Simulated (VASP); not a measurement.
# Zn5CdS6 in VASP: further runs, part 2 of 2

VASP 6.6.1.

### Step 3. Single point, PBE

File INCAR:

```
SYSTEM = Zn5CdS6
PREC = Accurate
ENCUT = 520
EDIFF = 1E-7
ISMEAR = 0
SIGMA = 0.1
LREAL = .FALSE.
LASPH = .TRUE.
NELM = 80
ALGO = Normal
ISIF = 2
LWAVE = .FALSE.
LCHARG = .TRUE.
GGA = PE
LELF = .TRUE.
LVHAR = .TRUE.
NBANDS = 66
```

File KPOINTS:

```
regular mesh
0
G
  3 3 4
  0 0 0
```

File POSCAR:

```
Zn5CdS6
1.0
    6.7584827000      0.0000000000      0.0000000000
   -3.3792414000      5.8530177000      0.0000000000
    0.0000000000      0.0000000000      6.3871778000
Zn Cd S
5 1 6
Direct
    0.6605510000      0.0000000000      0.9996030000
    0.3394490000      0.3394490000      0.9996030000
    0.0000000000      0.6605510000      0.9996030000
    0.6666667000      0.3333333000      0.5003830000
    0.3333333000      0.6666667000      0.5003830000
    0.0000000000      0.0000000000      0.5007160000
    0.6453990000      0.0000000000      0.3689550000
    0.3546010000      0.3546010000      0.3689550000
    0.0000000000      0.6453990000      0.3689550000
    0.0000000000      0.0000000000      0.9007390000
    0.6666667000      0.3333333000      0.8710520000
    0.3333333000      0.6666667000      0.8710520000
```

Potentials or basis: VASP PAW PBE potentials, release 64 (Zn, Cd, S).

Launch:

```
$ cat potpaw_PBE.64/Zn/POTCAR potpaw_PBE.64/Cd/POTCAR potpaw_PBE.64/S/POTCAR > POTCAR
$ mpirun -np 1 vasp_std > vasp.out
```

OUTCAR:

```text
SYSTEM = Zn5CdS6
   PREC = Accurate
   ENCUT = 520
   EDIFF = 1E-7
   ISMEAR = 0
   LREAL = .FALSE.
   LASPH = .TRUE.
   NELM = 80
   ISIF = 2
   GGA = PE

 ion  position               nearest neighbor table
   1  0.661  0.000  1.000-   7 2.36  11 2.38  12 2.38  10 2.38
   2  0.339  0.339  1.000-   8 2.36  11 2.38  12 2.38  10 2.38
   3  0.000  0.661  1.000-   9 2.36  12 2.38  11 2.38  10 2.38
   4  0.667  0.333  0.500-   7 2.34   9 2.34   8 2.34  11 2.37
   5  0.333  0.667  0.500-   9 2.34   7 2.34   8 2.34  12 2.37
   6  0.000  0.000  0.501-   8 2.54   7 2.54   9 2.54  10 2.56
   7  0.645  0.000  0.369-   4 2.34   5 2.34   1 2.36   6 2.54
   8  0.355  0.355  0.369-   4 2.34   5 2.34   2 2.36   6 2.54
   9  0.000  0.645  0.369-   5 2.34   4 2.34   3 2.36   6 2.54
  10  0.000  0.000  0.901-   2 2.38   1 2.38   3 2.38   6 2.56
  11  0.667  0.333  0.871-   4 2.37   1 2.38   3 2.38   2 2.38
  12  0.333  0.667  0.871-   5 2.37   3 2.38   1 2.38   2 2.38

  LATTYP: Found a hexagonal cell.
 ALAT       =     6.7584827000
 C/A-ratio  =     0.9450609084

  Lattice vectors:

 A1 = (   6.7584827000,   0.0000000000,   0.0000000000)
 A2 = (  -3.3792414000,   5.8530177000,   0.0000000000)
 A3 = (   0.0000000000,   0.0000000000,   6.3871778000)

Analysis of symmetry for initial positions (statically):
=====================================================================
 Subroutine PRICEL returns:
 Original cell was already a primitive cell.

 Routine SETGRP: Setting up the symmetry group for a
 hexagonal supercell.

 Subroutine GETGRP returns: Found  6 space group operations
 (whereof  6 operations were pure point group operations)
 out of a pool of 24 trial point group operations.

The static configuration has the point symmetry C_3v.

Analysis of symmetry for dynamics (positions and initial velocities):
=====================================================================
 Subroutine PRICEL returns:
 Original cell was already a primitive cell.

 Routine SETGRP: Setting up the symmetry group for a
 hexagonal supercell.

[... 142 lines left out ...]
  energy-cutoff  :      520.00
  volume of cell :      252.66
 maximum number of plane-waves:      6834
 NGX is ok and might be reduce to    50
   NGX = 25   NGY = 25   NGZ = 23

 number of electron     108.0000078 magnetization

 Free energy of the ion-electron system (eV)
  ---------------------------------------------------
  ext. energy  EPLUGINS =         0.00000000
  ---------------------------------------------------
  free energy    TOTEN  =       -40.30090728 eV

  energy without entropy =      -40.30090728  energy(sigma->0) =      -40.30090728

 E-fermi :   2.2142     XC(G=0):  -9.4280

 val. band max:        1.7599735258   @ k =   0.0000   0.0000   0.0000
 cond. band min:       3.5986399611   @ k =   0.0000   0.0000   0.0000
 fundamental gap:      1.8386664353
 Fermi energy:         2.2141816705

 k-point     1 :       0.0000    0.0000    0.0000
  band No.  band energies     occupation
      1     -11.1054      2.00000
      2     -10.2999      2.00000
      3     -10.1156      2.00000
      4     -10.1084      2.00000
      5     -10.1083      2.00000
      6     -10.0730      2.00000
[... 679 lines left out ...]
     65       7.5539      0.00000
     66       7.5539      0.00000

------------------------ aborting loop because EDIFF is reached ----------------------------------------

  FORCE on cell =-STRESS in cart. coord.  units (eV):
  Direction    XX          YY          ZZ          XY          YZ          ZX
  --------------------------------------------------------------------------------------
  -------------------------------------------------------------------------------------
  Total        0.3166258      0.3166258      0.3044672     -0.0000000      0.0000000      0.0000000
  in kB        2.0077927      2.0077927      1.9306921     -0.0000000      0.0000000      0.0000000
  external PRESSURE =       1.9820925 kB  Pullay stress =       0.0000000 kB

 VOLUME and BASIS-vectors are now :
 -----------------------------------------------------------------------------
  energy-cutoff  :      520.00
  volume of cell :      252.66
      direct lattice vectors                 reciprocal lattice vectors
     6.758482700  0.000000000  0.000000000     0.147962205  0.085426020  0.000000000
    -3.379241400  5.853017700  0.000000000     0.000000000  0.170852038  0.000000000
     0.000000000  0.000000000  6.387177800     0.000000000  0.000000000  0.156563670

 POSITION                                       TOTAL-FORCE (eV/Angst)
 -----------------------------------------------------------------------------------
      4.46432      0.00000      6.38464        -0.001937     -0.000000     -0.005256
      1.14708      1.98680      6.38464         0.000969      0.001678     -0.005256
     -2.23216      3.86622      6.38464         0.000969     -0.001678     -0.005256
      3.37924      1.95101      3.19604         0.000000     -0.000000      0.011826
     -0.00000      3.90201      3.19604         0.000000      0.000000      0.011826
      0.00000      0.00000      3.19816         0.000000     -0.000000      0.000391
      4.36192      0.00000      2.35658        -0.011394      0.000000     -0.010919
      1.19828      2.07549      2.35658         0.005697      0.009867     -0.010919
     -2.18096      3.77753      2.35658         0.005697     -0.009867     -0.010919
      0.00000      0.00000      5.75318         0.000000      0.000000      0.019487
      3.37924      1.95101      5.56356        -0.000000     -0.000000      0.002498
     -0.00000      3.90201      5.56356         0.000000     -0.000000      0.002498
 -----------------------------------------------------------------------------------
    total drift:                                0.000002      0.000003     -0.001177

  FREE ENERGIE OF THE ION-ELECTRON SYSTEM (eV)
  ---------------------------------------------------
  free  energy   TOTEN  =       -40.3009072845 eV

  energy  without entropy=      -40.3009072845  energy(sigma->0) =      -40.30090728
```

stdout:

```text
POSCAR found type information on POSCAR ZnCdS
 POSCAR found :  3 types and      12 ions
 scaLAPACK will be used
 LDA part: xc-table for (Slater+PW92), standard interpolation
 POSCAR, INCAR and KPOINTS ok, starting setup
 FFT: planning ... GRIDC
 FFT: planning ... GRID_SOFT
 FFT: planning ... GRID
 WAVECAR not read
 entering main loop
```

Wall time 4.5 min (1 thread of AMD EPYC 7R13 (Zen 3), shared host); peak memory 0.38 GiB.

Results:

| Item | Value |
| --- | --- |
| Free energy | -40.3009 eV |
| Pressure | 0.2 GPa |
| Largest force | 0.019 eV/Å |
| Band gap on the k mesh | 1.84 eV |

Forces on the atoms (eV/Å):
```
Zn  -0.002  0.000 -0.005
Zn   0.001  0.002 -0.005
Zn   0.001 -0.002 -0.005
Zn   0.000  0.000  0.012
Zn   0.000  0.000  0.012
Cd   0.000  0.000  0.000
S   -0.011  0.000 -0.011
S    0.006  0.010 -0.011
S    0.006 -0.010 -0.011
S    0.000  0.000  0.019
S    0.000  0.000  0.002
S    0.000  0.000  0.002
```

Levels at points of the mesh, in eV from the valence-band top:
```tsv
k point	band 50	band 51	band 52	band 53	band 54	band 55	band 56	band 57	band 58	band 59
(0.00, 0.00, 0.00)	-0.84	-0.84	-0.09	0.00	0.00	1.84	2.96	4.42	4.42	5.24
(0.00, 0.00, 0.50)	-1.04	-0.54	-0.54	-0.35	-0.35	3.19	3.43	4.25	4.45	4.45
```

### Step 4. Single point, PBE

File INCAR:

```
SYSTEM = Zn5CdS6
PREC     = Accurate       ! precision mode
ENCUT    = 520            ! plane-wave cutoff, eV
EDIFF    = 1E-6           ! SCF threshold, eV
ISMEAR   = 0              ! smearing method
SIGMA    = 0.1            ! smearing width, eV
LREAL    = .False.        ! projectors in reciprocal space
LASPH    = .True.         ! aspherical terms in the spheres
NELM     = 60             ! most SCF steps
ALGO     = Normal         ! electronic algorithm
ISIF     = 2              ! what is computed and relaxed
LWAVE    = .False.        ! write WAVECAR
LCHARG   = .True.         ! write CHGCAR
GGA      = PE             ! functional
LELF     = .True.         ! ELF
LVHAR    = .True.       
NBANDS   = 66             ! bands
```

File KPOINTS:

```
regular mesh
0
Gamma
  2 3 3
  0 0 0
```

File POSCAR:

```
Zn5CdS6
1.0
    0.0003696106     -0.0002086112      6.3879260748
    6.7574919999      0.0003189840      0.0003994397
   -3.3784524094      5.8522075595     -0.0004002082
Zn Cd S
5 1 6
Direct
    0.9995737056      0.6605123774     -0.0001379242
    0.9996001517      0.3394670346      0.3391663132
    0.9996080482      0.0001275807      0.6604794304
    0.5005305350      0.6666383628      0.3334668123
    0.5006451444      0.3332404338      0.6667984765
    0.5008037373     -0.0000215628      0.0002152816
    0.3687944739      0.6454979814      1.0001053492
    0.3688156991      0.3544202966      0.3545481778
    0.3688446303     -0.0000426910      0.6457166328
    0.9006244814     -0.0000361382     -0.0001408755
    0.8710445608      0.6667841184      0.3332898823
    0.8711138321      0.3334122067      0.6664924435
```

Launch:

```
$ cat potpaw_PBE.64/Zn/POTCAR potpaw_PBE.64/Cd/POTCAR potpaw_PBE.64/S/POTCAR > POTCAR
$ mpirun -np 1 vasp_std > vasp.out
```

Wall time 3.8 min (1 thread of AMD EPYC 7R13 (Zen 3), shared host); peak memory 0.37 GiB.

It converged, with:

```
Free energy            : -40.3005 eV
Pressure               : 0.2 GPa
Largest force          : 0.020 eV/Å
Band gap on the k mesh : 1.84 eV
```

Forces on the atoms (eV/Å):
```
Zn  -0.001  0.002 -0.003
Zn  -0.001  0.003 -0.004
Zn  -0.001 -0.001 -0.004
Zn   0.001  0.000  0.004
Zn   0.002  0.000  0.001
Cd   0.000 -0.001  0.003
S   -0.016 -0.002 -0.005
S    0.008  0.015 -0.006
S    0.010 -0.015 -0.006
S    0.002  0.001  0.020
S   -0.001 -0.001  0.000
S   -0.003  0.001 -0.001
```

Levels at points of the mesh, in eV from the valence-band top:
| k point | band 51 | band 52 | band 53 | band 54 | band 55 | band 56 | band 57 | band 58 |
| --- | --- | --- | --- | --- | --- | --- | --- | --- |
| (0.00, 0.00, 0.00) | -0.85 | -0.10 | 0.00 | 0.00 | 1.84 | 2.97 | 4.41 | 4.41 |
| (0.50, 0.00, 0.00) | -0.54 | -0.54 | -0.35 | -0.35 | 3.19 | 3.43 | 4.25 | 4.45 |

Caveat: the k points lie up to 0.49 Å⁻¹ apart.

### Step 5. Summary

```tsv
cell	k mesh	gap on the mesh (eV)	pressure (GPa)	largest force (eV/Å)
a = 6.387, b = 6.758, c = 6.758 Å, angles 120.0, 90.0, 90.0°, 12 atoms, atomic positions A	2 × 3 × 3	1.84	0.2	0.02
a = 6.758, b = 6.758, c = 6.387 Å, angles 90.0, 90.0, 120.0°, 12 atoms, atomic positions A	3 × 3 × 4	1.84	0.2	0.02
a = 6.388, b = 6.757, c = 6.757 Å, angles 120.0, 90.0, 90.0°, 12 atoms, atomic positions B	2 × 3 × 3	1.84	0.2	0.02
```

Alike in all rows: task single point; level PBE; potentials or basis VASP PAW PBE potentials, release 64 (Zn, Cd, S); no spin polarisation; cutoff (eV) 520; smearing gaussian 0.1 eV.

Caveats: some runs use coarse meshes.

Absolute energies hang on the potentials; compare differences alone.
